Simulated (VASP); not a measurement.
# Sn8O16F (a cell with a defect) in VASP: settings compared

The runs below take Sn8O16F (a cell with a defect) through single point, with PBE, LDA.

Program: VASP 6.6.1. These are calculated values, not measurements. Logs are shortened: lines on timing, memory, paths and dates and some standing lists are left out, and cuts for length are marked.

**1. The cell of the first run**

The cell holds a defect, 25 atoms: a = 6.827 Å, b = 6.827 Å, c = 6.476 Å, α = 90.00°, β = 90.00°, γ = 90.00°.

**2. Single point, PBE, collinear spin**

INCAR

```
SYSTEM = Sn8O16F
PREC = Accurate
ENCUT = 520
EDIFF = 1E-6
ISMEAR = -1
SIGMA = 0.01
LREAL = Auto
LASPH = .TRUE.
NELM = 150
ALGO = Normal
ISIF = 2
LWAVE = .FALSE.
LCHARG = .TRUE.
ISPIN = 2
MAGMOM = 0 0 0 0 0 0 0 0 0 0.38 0.03 0 0.3 0 0.03 0 0.01 0 0 0.01 0 0.05 0 0 0.26
LORBIT = 11
NUPDOWN = 1.0
GGA = PE
LELF = .TRUE.
LVHAR = .TRUE.
NBANDS = 130
```

KPOINTS

```
Automatic mesh
0
Gamma
  1 1 1
  0.25 0.25 0.25
```

POSCAR

```
Sn8O16F
1.0
    4.8274600300      4.8274600300      0.0000000000
   -4.8274600300      4.8274600300      0.0000000000
    0.0000000000      0.0000000000      6.4759066800
Sn O F
8 16 1
Direct
   -0.0025030761      0.5066669604      0.2476527349
    0.5018273554     -0.0066290554      0.2482955792
   -0.0040426021      0.0090893554     -0.0039739609
    0.5033175800      0.4906697280     -0.0042638045
   -0.0026244650      0.5064028464      0.7435083978
    0.5019808522     -0.0068819834      0.7441412050
   -0.0041506299      0.0039652322      0.4959615941
    0.5034962454      0.4957944727      0.4957747476
   -0.0040024153      0.8136495125      0.2467489232
    0.5218577646      0.3012144049      0.2510375891
   -0.0216682270      0.1986084802      0.2509125101
    0.5038381436      0.6863900435      0.2464643298
    0.3064863284     -0.0539611925     -0.0031785511
    0.8099728378      0.5035707152     -0.0042285971
    0.1927958998      0.5538526437     -0.0050135065
    0.6893424242     -0.0037829417     -0.0039279442
   -0.0044473698      0.8134452643      0.7452977998
    0.5211237347      0.3011420066      0.7408147209
   -0.0224809733      0.1985884904      0.7407616010
    0.5032504640      0.6861089433      0.7450300380
    0.3041592247      0.0040684956      0.4963550525
    0.8088224399      0.5144962329      0.4956777728
    0.1951976804      0.4957004274      0.4954331738
    0.6905229622     -0.0147139489      0.4961533819
    0.2497786605      0.2499193142     -0.0042012650
```

Potentials or basis: VASP PAW PBE potentials, release 64 (Sn_d, O, F).

On the command line:

```console
$ cat potpaw_PBE.64/Sn_d/POTCAR potpaw_PBE.64/O/POTCAR potpaw_PBE.64/F/POTCAR > POTCAR
$ mpirun -np 1 vasp_std > vasp.out
```

OUTCAR:

```text
SYSTEM = Sn8O16F
   PREC = Accurate
   ENCUT = 520
   EDIFF = 1E-6
   ISMEAR = -1
   LREAL = Auto
   LASPH = .TRUE.
   NELM = 150
   ISIF = 2
   ISPIN = 2
   LORBIT = 11
   NUPDOWN = 1.0
   GGA = PE

 ion  position               nearest neighbor table
   1  0.997  0.507  0.248-  22 2.06  14 2.07   9 2.10  23 2.10  11 2.11  15 2.14   5 3.21   5 3.26
                             8 3.74   4 3.75   7 3.76
   2  0.502  0.993  0.248-  24 2.06  16 2.08  12 2.10  21 2.10  10 2.11  13 2.13   6 3.21   6 3.26
                             7 3.74   3 3.75   8 3.76
   3  0.996  0.009  0.996-  16 2.10  11 2.10   9 2.10  17 2.10  19 2.10  13 2.16  25 2.39   7 3.24
                             7 3.24   6 3.75   2 3.75
   4  0.503  0.491  0.996-  14 2.10  18 2.10  20 2.10  12 2.10  10 2.10  15 2.16  25 2.39   8 3.24
                             8 3.24   1 3.75   5 3.75
   5  0.997  0.506  0.744-  22 2.06  14 2.08  17 2.10  23 2.10  19 2.11  15 2.13   1 3.21   1 3.26
                             8 3.73   4 3.75   7 3.76
   6  0.502  0.993  0.744-  24 2.06  16 2.07  20 2.10  21 2.10  18 2.11  13 2.14   2 3.21   2 3.26
                             7 3.74   3 3.75   8 3.76
   7  0.996  0.004  0.496-   9 2.07  19 2.07  11 2.07  17 2.07  24 2.09  21 2.10   3 3.24   3 3.24
                             2 3.74   6 3.74   5 3.76   1 3.76
   8  0.503  0.496  0.496-  10 2.07  20 2.07  18 2.07  12 2.07  22 2.09  23 2.10   4 3.24   4 3.24
                             5 3.73   1 3.74   2 3.76   6 3.76
   9  0.996  0.814  0.247-   7 2.07   1 2.10   3 2.10
  10  0.522  0.301  0.251-   8 2.07   4 2.10   2 2.11
  11  0.978  0.199  0.251-   7 2.07   3 2.10   1 2.11
  12  0.504  0.686  0.246-   8 2.07   2 2.10   4 2.10
  13  0.306  0.946  0.997-   2 2.13   6 2.14   3 2.16
  14  0.810  0.504  0.996-   1 2.07   5 2.08   4 2.10
[... 8 lines left out ...]
  23  0.195  0.496  0.495-   1 2.10   5 2.10   8 2.10
  24  0.691  0.985  0.496-   6 2.06   2 2.06   7 2.09
  25  0.250  0.250  0.996-   4 2.39   3 2.39

  LATTYP: Found a simple tetragonal cell.
 ALAT       =     6.8270594462
 C/A-ratio  =     0.9485645659

  Lattice vectors:

 A1 = (   4.8274600300,   4.8274600300,   0.0000000000)
 A2 = (  -4.8274600300,   4.8274600300,   0.0000000000)
 A3 = (   0.0000000000,   0.0000000000,   6.4759066800)

Analysis of symmetry for initial positions (statically):
=====================================================================
 Subroutine PRICEL returns:
 Original cell was already a primitive cell.

 Routine SETGRP: Setting up the symmetry group for a
 simple tetragonal supercell.

 Subroutine GETGRP returns: Found  1 space group operations
 (whereof  1 operations were pure point group operations)
 out of a pool of 16 trial point group operations.

The static configuration has the point symmetry C_1 .

Analysis of symmetry for dynamics (positions and initial velocities):
=====================================================================
 Subroutine PRICEL returns:
 Original cell was already a primitive cell.

 Routine SETGRP: Setting up the symmetry group for a
 simple tetragonal supercell.

 Subroutine GETGRP returns: Found  1 space group operations
 (whereof  1 operations were pure point group operations)
 out of a pool of 16 trial point group operations.

The dynamic configuration has the point symmetry C_1 .

Analysis of structural, dynamic, and magnetic symmetry:
=====================================================================
 Subroutine PRICEL returns:
 Original cell was already a primitive cell.

 Routine SETGRP: Setting up the symmetry group for a
 simple tetragonal supercell.

 Subroutine GETGRP returns: Found  1 space group operations
 (whereof  1 operations were pure point group operations)
 out of a pool of 16 trial point group operations.

The overall configuration has the point symmetry C_1 .

 Subroutine INISYM returns: Found  1 space group operations
 (whereof  1 operations are pure point group operations),
 and found     1 'primitive' translations

----------------------------------------------------------------------------------------

                                     Primitive cell

  volume of cell :     301.8339

  direct lattice vectors                    reciprocal lattice vectors
     4.827460030  4.827460030  0.000000000     0.103574136  0.103574136  0.000000000
    -4.827460030  4.827460030  0.000000000    -0.103574136  0.103574136  0.000000000
     0.000000000  0.000000000  6.475906680     0.000000000  0.000000000  0.154418532
[... 99 lines left out ...]
 SYSTEM =  Sn8O16F
   PREC   = accura    normal or accurate (medium, high low for compatibility)
   ISTART =      0    job   : 0-new  1-cont  2-samecut
   ICHARG =      2    charge: 1-file 2-atom 10-const
   ISPIN  =      2    spin polarized calculation?
   LNONCOLLINEAR =      F non collinear calculations
   LSORBIT =      F    spin-orbit coupling
   LASPH  =      T    aspherical Exc in radial PAW
   ENCUT  =  520.0 eV  38.22 Ry    6.18 a.u.  12.69 12.69 12.04*2*pi/ulx,y,z
   NELM   =    150;   NELMIN=  2; NELMDL= -5     # of ELM steps
   EDIFF  = 0.1E-05   stopping-criterion for ELM
   LREAL  =      T    real-space projection
   EDIFFG = 0.1E-04   stopping-criterion for IOM
   NSW    =      0    number of steps for IOM
   IBRION =     -1    ionic relax: 0-MD 1-quasi-New 2-CG
   NFREE  =      0    steps in history (QN), initial steepest desc. (CG)
   ISIF   =      2    stress and relaxation
   ISYM   =      2    0-nonsym 1-usesym 2-fastsym
   POTIM  = 0.5000    time-step for ionic-motion
   TEBEG  =    0.0;   TEEND  =   0.0 temperature during run
   PSTRESS=    0.0 pullay stress
   NELECT =     215.0000    total number of electrons
   NUPDOWN=       1.0000    fix difference up-down
   EMIN   =  10.00;   EMAX   =-10.00  energy-range for DOS
   EFERMI =   0.00;   METHOD = LEGACY
   ISMEAR =    -1;   SIGMA  =   0.01  broadening in eV -4-tet -1-fermi 0-gaus
   EFERMI_NEDOS =   21; number of points for ismear=-14 and -15
   IALGO  =     38    algorithm
   IMIX   =      4    mixing-type and parameters
     AMIX     =   0.40;   BMIX     =  1.00
     AMIX_MAG =   1.60;   BMIX_MAG =  1.00
  volume/ion in A,a.u.               =      12.07        81.48
  Fermi-wavevector in a.u.,A,eV,Ry     =   1.462059  2.762892 29.084052  2.137618
  Thomas-Fermi vector in A             =   2.578317
   LORBIT       =     11    0 simple, 1 ext, 2 COOP (PROOUT), +10 PAW based schemes
   GGA     = PE    functional components
   LHFCALC =     F    Hartree Fock is set to
   AEXX    =    0.0000 exact exchange contribution
   IVDW    =     0    specifies the selected vdW correction
   LEPSILON=     F    determine dielectric tensor
   LRPA    =     F    only Hartree local field effects (RPA)
 spin polarized calculation
  energy-cutoff  :      520.00
  volume of cell :      301.83
 maximum number of plane-waves:      8114
 NGX is ok and might be reduce to    50
   NGX = 25   NGY = 25   NGZ = 25

 number of electron     214.9999979 magnetization       1.0000116

 Free energy of the ion-electron system (eV)
  ---------------------------------------------------
  ext. energy  EPLUGINS =         0.00000000
  ---------------------------------------------------
  free energy    TOTEN  =      -149.81266767 eV

  energy without entropy =     -149.81266767  energy(sigma->0) =     -149.81266767

 E-fermi :   5.8020     XC(G=0): -11.1589

 val. band max:        5.5152820927   @ k =   0.2500  -0.2500   0.2500
 cond. band min:       6.5213247263   @ k =  -0.2500  -0.2500   0.2500
 fundamental gap:      1.0060426336
 Fermi energy:         5.8020248339

 spin component 1

 k-point     1 :       0.2500    0.2500    0.2500
  band No.  band energies     occupation
      1     -16.6143      1.00000
      2     -15.1900      1.00000
      3     -15.1738      1.00000
      4     -15.1614      1.00000
      5     -15.0998      1.00000
      6     -15.0952      1.00000
[... 477 lines left out ...]
    118      13.0459      0.00000
    119      13.1903      0.00000
 Fermi energy:         5.8020248339

 spin component 2

 k-point     1 :       0.2500    0.2500    0.2500
  band No.  band energies     occupation
      1     -16.0464      1.00000
      2     -15.1771      1.00000
      3     -15.1671      1.00000
      4     -15.1343      1.00000
      5     -15.0989      1.00000
      6     -15.0933      1.00000
[... 477 lines left out ...]
    118      13.0651      0.00000
    119      13.2027      0.00000
 [bands above 119 left out]

------------------------ aborting loop because EDIFF is reached ----------------------------------------

  FORCE on cell =-STRESS in cart. coord.  units (eV):
  Direction    XX          YY          ZZ          XY          YZ          ZX
  --------------------------------------------------------------------------------------
  -------------------------------------------------------------------------------------
  Total        6.2482217      5.0578930      6.8943297      2.6243235      0.0310666      0.0087703
  in kB       33.1664554     26.8480203     36.5960895     13.9302852      0.1649062      0.0465542
  external PRESSURE =      32.2035217 kB  Pullay stress =       0.0000000 kB

 VOLUME and BASIS-vectors are now :
 -----------------------------------------------------------------------------
  energy-cutoff  :      520.00
  volume of cell :      301.83
      direct lattice vectors                 reciprocal lattice vectors
     4.827460030  4.827460030  0.000000000     0.103574136  0.103574136  0.000000000
    -4.827460030  4.827460030  0.000000000    -0.103574136  0.103574136  0.000000000
     0.000000000  0.000000000  6.475906680     0.000000000  0.000000000  0.154418532

 POSITION                                       TOTAL-FORCE (eV/Angst)
 -----------------------------------------------------------------------------------
      2.36946      7.26129      1.60378        -0.001886      0.004700     -0.003830
     -2.37291      7.21801      1.60794         0.018132     -0.000176      0.003642
      4.76407      4.85182      6.45017         0.014491      0.002187     -0.003654
      0.06106      4.79843      6.44829        -0.012238     -0.002594      0.026558
      2.37015      7.25943      4.81489        -0.011767      0.019175     -0.013057
     -2.37095      7.21753      4.81899        -0.006431     -0.017375     -0.003645
[... 17 lines left out ...]
     -1.42296      8.08990      3.21304         0.009915      0.031092     -0.007587
     -0.00068      2.41227      6.44870        -0.002812     -0.000710      0.003150
 -----------------------------------------------------------------------------------
    total drift:                                0.004010     -0.000808     -0.033669

  FREE ENERGIE OF THE ION-ELECTRON SYSTEM (eV)
  ---------------------------------------------------
  free  energy   TOTEN  =      -149.8126676682 eV

  energy  without entropy=     -149.8126676682  energy(sigma->0) =     -149.81266767

 total charge

# of ion       s       p       d       tot
------------------------------------------
    1        0.885   1.022  10.322  12.229
    2        0.885   1.023  10.323  12.231
    3        0.876   0.990  10.310  12.176
    4        0.876   0.990  10.310  12.176
    5        0.885   1.023  10.323  12.231
    6        0.885   1.022  10.322  12.229
[... 17 lines left out ...]
   24        1.562   3.500   0.000   5.062
   25        1.764   4.274   0.000   6.038
--------------------------------------------------
tot         33.857  67.957  82.599 184.413

 magnetization (x)

# of ion       s       p       d       tot
------------------------------------------
    1       -0.001  -0.003  -0.000  -0.004
    2       -0.001  -0.003  -0.000  -0.004
    3       -0.002  -0.003  -0.001  -0.006
    4       -0.002  -0.003  -0.001  -0.006
    5       -0.001  -0.003  -0.000  -0.004
    6       -0.001  -0.003  -0.000  -0.004
[... 17 lines left out ...]
   24        0.000   0.001   0.000   0.001
   25        0.001   0.324   0.000   0.325
--------------------------------------------------
tot          0.001   0.894  -0.003   0.892
```

Wall time 5.7 min (1 thread of Intel Xeon Platinum 8559C (Emerald Rapids), shared host); peak memory 0.58 GiB.

Results:

```
Free energy                                           : -149.8127 eV
Pressure                                              : 3.2 GPa
Largest force                                         : 0.052 eV/Å
Net moment                                            : 1.00 μB per cell
Site moments                                          : Sn -0.00, -0.01, +0.00 (each value once); O +0.01, -0.00, +0.29, +0.00 (each value once); F +0.33 μB
Valence electrons inside the program's atomic spheres : Sn 12.23, 12.18, 12.27 (each value once); O 5.04, 4.97, 5.05, 5.03, 5.06 (each value once); F 6.04
```

Forces in eV/Å, atoms in the order of the input:
```
Sn  -0.002  0.005 -0.004
Sn   0.018  0.000  0.004
Sn   0.014  0.002 -0.004
Sn  -0.012 -0.003  0.027
Sn  -0.012  0.019 -0.013
Sn  -0.006 -0.017 -0.004
Sn   0.002 -0.006  0.006
Sn  -0.003  0.008 -0.005
O    0.006 -0.025 -0.024
O    0.002 -0.027 -0.013
O   -0.021  0.013  0.009
O    0.009 -0.011 -0.015
O   -0.006 -0.028 -0.044
O    0.005 -0.023 -0.007
O    0.010  0.026  0.043
O   -0.006  0.023  0.005
O   -0.005  0.006  0.009
O    0.021 -0.018 -0.005
O   -0.002  0.028  0.014
O   -0.007  0.028  0.017
O   -0.008 -0.023 -0.002
O   -0.009 -0.030 -0.001
O    0.005  0.023  0.012
O    0.010  0.031 -0.008
F   -0.003 -0.001  0.003
```

Caveat: the k points lie up to 0.49 Å⁻¹ apart; spin-orbit coupling is left out, which moves the levels of the heavy elements; the total moment is fixed, so each spin has its own Fermi level and the state may be an excited one.

**3. Single point, LDA, collinear spin**

INCAR

```
SYSTEM = Sn8O16F
PREC = Accurate
ENCUT = 520
EDIFF = 1E-6
ISMEAR = -1
SIGMA = 0.01
LREAL = Auto
LASPH = .TRUE.
NELM = 150
ALGO = Normal
ISIF = 2
LWAVE = .FALSE.
LCHARG = .FALSE.
ISPIN = 2
MAGMOM = 0 0 0 0 0 0 0 0 0 0.35 0.35 0 0 0.01 0 0.01 0 0 0 0 0 0.01 0 0.01 0.36
LORBIT = 11
NUPDOWN = 1.0
NBANDS = 130
```

KPOINTS is that of step 2.

POSCAR

```
Sn8O16F
1.0
    4.8274600300      4.8274600300      0.0000000000
   -4.8274600300      4.8274600300      0.0000000000
    0.0000000000      0.0000000000      6.4759066800
Sn O F
8 16 1
Direct
    0.0099353800      0.5039580400      0.2443729600
    0.4894065300     -0.0042045400      0.2447331600
   -0.0070208000     -0.0020962700     -0.0075240000
    0.5061658800      0.5014766800     -0.0075162300
    0.0028451500      0.5041640400      0.7444846300
    0.4963768700     -0.0043723700      0.7446344300
   -0.0069067900     -0.0016987600      0.4966394900
    0.5062852800      0.5018422400      0.4966238000
    0.0004976000      0.8109815500      0.2447994300
    0.5544538500      0.3058513800      0.2447384800
   -0.0557155600      0.1938741000      0.2443648200
    0.4990177700      0.6888173000      0.2443226000
    0.3010989700     -0.0192957300     -0.0111966800
    0.8134170000      0.5084815200     -0.0051874500
    0.1981218200      0.5196584700     -0.0115753600
    0.6860560900     -0.0062560300     -0.0050688600
   -0.0124272900      0.8095281300      0.7444280700
    0.4999330700      0.3039576600      0.7447472300
   -0.0005537000      0.1958126500      0.7444064800
    0.5116151800      0.6902445400      0.7446877400
    0.3011560300     -0.0196962400      0.5006487000
    0.8132264200      0.5060030000      0.4941588800
    0.1981988400      0.5191346700      0.5003469500
    0.6858656200     -0.0086892400      0.4943410200
    0.2492007200      0.2499329100      0.2444598400
```

Potentials or basis: VASP PAW LDA potentials, release 64 (Sn_d, O, F).

On the command line:

```console
$ cat potpaw_LDA.64/Sn_d/POTCAR potpaw_LDA.64/O/POTCAR potpaw_LDA.64/F/POTCAR > POTCAR
$ mpirun -np 1 vasp_std > vasp.out
```

Wall time 5 min (1 thread of Intel Xeon Platinum 8559C (Emerald Rapids), shared host); peak memory 0.43 GiB.

Results (log left out):

| Property | Result |
| --- | --- |
| Free energy | -170.0573 eV |
| Pressure | -7.7 GPa |
| Largest force | 0.250 eV/Å |
| Net moment | 1.00 μB per cell |
| Site moments | Sn -0.01, -0.00, +0.00 (each value once); O +0.00, +0.29, -0.00, +0.01 (each value once); F +0.32 μB |
| Valence electrons inside the program's atomic spheres | Sn 12.22, 12.27, 12.32 (each value once); O 5.01, 4.93, 5.00, 5.03, 4.99 (each value once); F 6.01 |

Forces on the atoms (eV/Å):
```
Sn   0.029 -0.007  0.015
Sn  -0.028  0.006 -0.014
Sn   0.012 -0.041  0.008
Sn  -0.009  0.060  0.012
Sn  -0.052  0.019 -0.014
Sn   0.055 -0.016  0.018
Sn   0.007 -0.062 -0.012
Sn  -0.012  0.042 -0.001
O   -0.072  0.060 -0.006
O   -0.220 -0.110 -0.003
O    0.223  0.111 -0.003
O    0.068 -0.062  0.013
O    0.016  0.090  0.031
O    0.082 -0.002 -0.015
O    0.005 -0.098  0.048
O   -0.063 -0.061 -0.025
O   -0.060  0.071  0.000
O   -0.061  0.054 -0.026
O    0.061 -0.054  0.014
O    0.060 -0.066  0.000
O   -0.008  0.092 -0.046
O    0.064  0.062  0.021
O   -0.014 -0.086 -0.027
O   -0.084  0.000  0.008
F   -0.001 -0.001  0.004
```

Stress tensor (GPa, compression positive):
```
-8.08 -1.57 -0.02
-1.57 -7.08  0.03
-0.02  0.03 -8.02
```

Caveat: the k points lie up to 0.49 Å⁻¹ apart; spin-orbit coupling is left out, which moves the levels of the heavy elements; the total moment is fixed, so each spin has its own Fermi level and the state may be an excited one.
